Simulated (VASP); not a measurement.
# TaW4 (I4/m) in VASP: further runs

Runs on TaW4. Level: PBE. Tasks: single point, relaxation of cell and atoms.

Program: VASP 6.6.1. These are calculated values, not measurements. Logs are shortened: lines on timing, memory, paths and dates and some standing lists are left out, and cuts for length are marked.

## Step 1: The cell of the first run

The structure is tetragonal, space group I4/m (No. 87). The conventional cell has a = 6.040 Å, b = 6.040 Å, c = 4.637 Å, α = 90.00°, β = 90.00°, γ = 90.00°. Ta (site symmetry 4/m) has 12 W at 2.77 to 2.98 Å within 3.6 Å. W (site symmetry m) has 9 W at 2.66 to 3.09 Å and 3 Ta at 2.77 to 2.98 Å within 3.5 Å.

## Step 2: Single point, PBE

INCAR

```
ALGO = Fast
EDIFF = 1E-6
ENCUT = 520
GGA = PE
ISIF = 2
ISMEAR = 0
LASPH = True
LCHARG = False
LREAL = False
LWAVE = False
NBANDS = 42
NELM = 100
PREC = Accurate
SIGMA = 0.1
```

KPOINTS

```
k-points
0
Gamma
  6 6 6
```

POSCAR

```
TaW4
1.0
   -3.0202372278      3.0202372278      2.3184235914
    3.0202372278     -3.0202372278      2.3184235914
    3.0202372278      3.0202372278     -2.3184235914
Ta W
1 4
Direct
    0.0000000000      0.0000000000      0.0000000000
    0.5883265153      0.7983477411      0.3866742564
    0.4116734847      0.2016522589      0.6133257436
    0.7983477411      0.4116734847      0.2100212258
    0.2016522589      0.5883265153      0.7899787742
```

Potentials or basis: VASP PAW PBE potentials, release 64 (Ta_pv, W_sv).

Launch:

```
$ cat potpaw_PBE.64/Ta_pv/POTCAR potpaw_PBE.64/W_sv/POTCAR > POTCAR
$ mpirun -np 1 vasp_std > vasp.out
```

OUTCAR:

```text
EDIFF = 1E-6
   ENCUT = 520
   GGA = PE
   ISIF = 2
   ISMEAR = 0
   LASPH = True
   LREAL = False
   NELM = 100
   PREC = Accurate

 ion  position               nearest neighbor table
   1  0.000  0.000  0.000-   4 2.77   5 2.77   3 2.77   2 2.77   5 2.98   4 2.98   2 2.98   3 2.98
                             2 2.98   3 2.98   5 2.98   4 2.98
   2  0.588  0.798  0.387-   5 2.66   4 2.66   3 2.66   1 2.77   1 2.98   1 2.98   4 2.99   5 2.99
                             4 2.99   5 2.99   3 3.09   3 3.09
   3  0.412  0.202  0.613-   4 2.66   5 2.66   2 2.66   1 2.77   1 2.98   1 2.98   5 2.99   4 2.99
                             5 2.99   4 2.99   2 3.09   2 3.09
   4  0.798  0.412  0.210-   3 2.66   2 2.66   5 2.66   1 2.77   1 2.98   1 2.98   2 2.99   3 2.99
                             2 2.99   3 2.99   5 3.09   5 3.09
   5  0.202  0.588  0.790-   2 2.66   3 2.66   4 2.66   1 2.77   1 2.98   1 2.98   3 2.99   2 2.99
                             3 2.99   2 2.99   4 3.09   4 3.09

  LATTYP: Found a body centered tetragonal cell.
 ALAT       =     6.0404744556
 C/A-ratio  =     0.7676296319

  Lattice vectors:

 A1 = (  -3.0202372278,   3.0202372278,   2.3184235914)
 A2 = (   3.0202372278,  -3.0202372278,   2.3184235914)
 A3 = (   3.0202372278,   3.0202372278,  -2.3184235914)

Analysis of symmetry for initial positions (statically):
=====================================================================
 Subroutine PRICEL returns:
 Original cell was already a primitive cell.

 Routine SETGRP: Setting up the symmetry group for a
 body centered tetragonal supercell.

 Subroutine GETGRP returns: Found  8 space group operations
 (whereof  8 operations were pure point group operations)
 out of a pool of 16 trial point group operations.

The static configuration has the point symmetry C_4h.

Analysis of symmetry for dynamics (positions and initial velocities):
=====================================================================
 Subroutine PRICEL returns:
 Original cell was already a primitive cell.

 Routine SETGRP: Setting up the symmetry group for a
 body centered tetragonal supercell.

 Subroutine GETGRP returns: Found  8 space group operations
 (whereof  8 operations were pure point group operations)
 out of a pool of 16 trial point group operations.

The dynamic configuration has the point symmetry C_4h.

 Subroutine INISYM returns: Found  8 space group operations
 (whereof  8 operations are pure point group operations),
[... 103 lines left out ...]
   LREAL  =      F    real-space projection
   EDIFFG = 0.1E-04   stopping-criterion for IOM
   NSW    =      0    number of steps for IOM
   IBRION =     -1    ionic relax: 0-MD 1-quasi-New 2-CG
   NFREE  =      0    steps in history (QN), initial steepest desc. (CG)
   ISIF   =      2    stress and relaxation
   ISYM   =      2    0-nonsym 1-usesym 2-fastsym
   POTIM  = 0.5000    time-step for ionic-motion
   TEBEG  =    0.0;   TEEND  =   0.0 temperature during run
   PSTRESS=    0.0 pullay stress
   NELECT =      67.0000    total number of electrons
   NUPDOWN=      -1.0000    fix difference up-down
   EMIN   =  10.00;   EMAX   =-10.00  energy-range for DOS
   EFERMI =   0.00;   METHOD = LEGACY
   ISMEAR =     0;   SIGMA  =   0.10  broadening in eV -4-tet -1-fermi 0-gaus
   EFERMI_NEDOS =   21; number of points for ismear=-14 and -15
   IALGO  =     68    algorithm
   IMIX   =      4    mixing-type and parameters
     AMIX     =   0.40;   BMIX     =  1.00
     AMIX_MAG =   1.60;   BMIX_MAG =  1.00
  volume/ion in A,a.u.               =      16.92       114.17
  Fermi-wavevector in a.u.,A,eV,Ry     =   1.514682  2.862334 31.215324  2.294262
  Thomas-Fermi vector in A             =   2.624307
   LORBIT       =      0    0 simple, 1 ext, 2 COOP (PROOUT), +10 PAW based schemes
   GGA     = PE    functional components
   LHFCALC =     F    Hartree Fock is set to
   AEXX    =    0.0000 exact exchange contribution
   IVDW    =     0    specifies the selected vdW correction
   LEPSILON=     F    determine dielectric tensor
   LRPA    =     F    only Hartree local field effects (RPA)
 non-spin polarized calculation
 RMM-DIIS sequential band-by-band and
 Gauss-broadening in eV      SIGMA  =   0.10
  energy-cutoff  :      520.00
  volume of cell :       84.59
 maximum number of plane-waves:      2336
   NGX = 19   NGY = 19   NGZ = 19

 number of electron      66.9999993 magnetization

 Free energy of the ion-electron system (eV)
  ---------------------------------------------------
  ext. energy  EPLUGINS =         0.00000000
  ---------------------------------------------------
  free energy    TOTEN  =       -62.24735336 eV

  energy without entropy =      -62.23678584  energy(sigma->0) =      -62.24206960

 E-fermi :   9.5906     XC(G=0): -13.1928

 val. band max:        9.5737168400   @ k =  -0.1667   0.1667   0.1667
 cond. band min:       9.6303676105   @ k =  -0.3333   0.3333   0.3333
 fundamental gap:      0.0566507704
 Fermi energy:         9.5906007052

 k-point     1 :       0.0000    0.0000    0.0000
  band No.  band energies     occupation
      1     -64.3811      2.00000
      2     -64.2650      2.00000
      3     -64.2650      2.00000
      4     -64.2578      2.00000
      5     -29.0814      2.00000
      6     -28.9984      2.00000
[... 1069 lines left out ...]
     41      12.6046      0.00000
     42      12.9359      0.00000

 [... further k-points ...]

------------------------ aborting loop because EDIFF is reached ----------------------------------------

  FORCE on cell =-STRESS in cart. coord.  units (eV):
  Direction    XX          YY          ZZ          XY          YZ          ZX
  --------------------------------------------------------------------------------------
  -------------------------------------------------------------------------------------
  Total        0.0931726      0.0931726      0.1081936     -0.0000001      0.0000000     -0.0000000
  in kB        1.7646715      1.7646715      2.0491670     -0.0000014      0.0000000     -0.0000000
  external PRESSURE =       1.8595033 kB  Pullay stress =       0.0000000 kB

 VOLUME and BASIS-vectors are now :
 -----------------------------------------------------------------------------
  energy-cutoff  :      520.00
  volume of cell :       84.59
      direct lattice vectors                 reciprocal lattice vectors
    -3.020237228  3.020237228  2.318423591     0.000000000  0.165549910  0.215663782
     3.020237228 -3.020237228  2.318423591     0.165549910  0.000000000  0.215663782
     3.020237228  3.020237228 -2.318423591     0.165549910  0.165549910  0.000000000

 POSITION                                       TOTAL-FORCE (eV/Angst)
 -----------------------------------------------------------------------------------
      0.00000      0.00000      0.00000        -0.000000      0.000000     -0.000000
      1.80216      0.53353      2.31842        -0.017558      0.024195     -0.000000
      1.21808      2.48670      0.00000         0.017558     -0.024195      0.000000
     -0.53353      1.80216      2.31842        -0.024195     -0.017558      0.000000
      3.55377      1.21808     -0.00000         0.024195      0.017558     -0.000000
 -----------------------------------------------------------------------------------
    total drift:                                0.000000      0.000000     -0.000000

  FREE ENERGIE OF THE ION-ELECTRON SYSTEM (eV)
  ---------------------------------------------------
  free  energy   TOTEN  =       -62.2473533649 eV

  energy  without entropy=      -62.2367858449  energy(sigma->0) =      -62.24206960
```

OSZICAR:

```text
N       E                     dE             d eps       ncg     rms          rms(c)
DAV:   1     0.863508631727E+03    0.86351E+03   -0.38599E+04  3032   0.182E+03
DAV:   2    -0.150881890460E+02   -0.87860E+03   -0.85845E+03  3140   0.581E+02
DAV:   3    -0.636186396610E+02   -0.48530E+02   -0.46512E+02  3596   0.129E+02
DAV:   4    -0.651559994129E+02   -0.15374E+01   -0.14966E+01  3646   0.204E+01
DAV:   5    -0.651924583658E+02   -0.36459E-01   -0.36335E-01  3636   0.304E+00    0.404E+01
RMM:   6    -0.628565567648E+02    0.23359E+01   -0.31959E+00  3141   0.105E+01    0.167E+01
RMM:   7    -0.622362889867E+02    0.62027E+00   -0.26310E+00  3359   0.874E+00    0.166E+00
RMM:   8    -0.622478118741E+02   -0.11523E-01   -0.30537E-01  3876   0.239E+00    0.114E+00
RMM:   9    -0.622464374651E+02    0.13744E-02   -0.55697E-02  4220   0.102E+00    0.178E-01
RMM:  10    -0.622472344056E+02   -0.79694E-03   -0.11146E-02  4254   0.446E-01    0.782E-02
RMM:  11    -0.622473325131E+02   -0.98108E-04   -0.19133E-03  4421   0.190E-01    0.378E-02
RMM:  12    -0.622473481656E+02   -0.15653E-04   -0.33041E-04  4399   0.819E-02    0.982E-03
RMM:  13    -0.622473542631E+02   -0.60975E-05   -0.49410E-05  4365   0.313E-02    0.872E-03
RMM:  14    -0.622473526266E+02    0.16365E-05   -0.70725E-06  3388   0.157E-02    0.191E-03
RMM:  15    -0.622473533649E+02   -0.73834E-06   -0.13119E-06  2467   0.679E-03
   1 F= -.62247353E+02 E0= -.62242070E+02  d E =-.105675E-01
```

Wall time 4.2 min (1 thread of Intel Xeon 8259CL, shared host); peak memory 0.27 GiB.

Results:

```yaml
Free_energy: -62.2474 eV
Pressure: 0.2 GPa
Largest_force: 0.030 eV/Å
Band_gap_on_the_k_mesh: zero (an odd number of electrons rules out a gap without spin polarisation)
```

Forces on the atoms (eV/Å):
```
Ta   0.000  0.000  0.000
W   -0.018  0.024  0.000
W    0.018 -0.024  0.000
W   -0.024 -0.018  0.000
W    0.024  0.018  0.000
```

Caveat: spin-orbit coupling is left out, which moves the levels of the heavy elements.

(Continued in part 2 of 2.)

The gap in the log of VASP goes by the Fermi energy; the results here count the filled bands.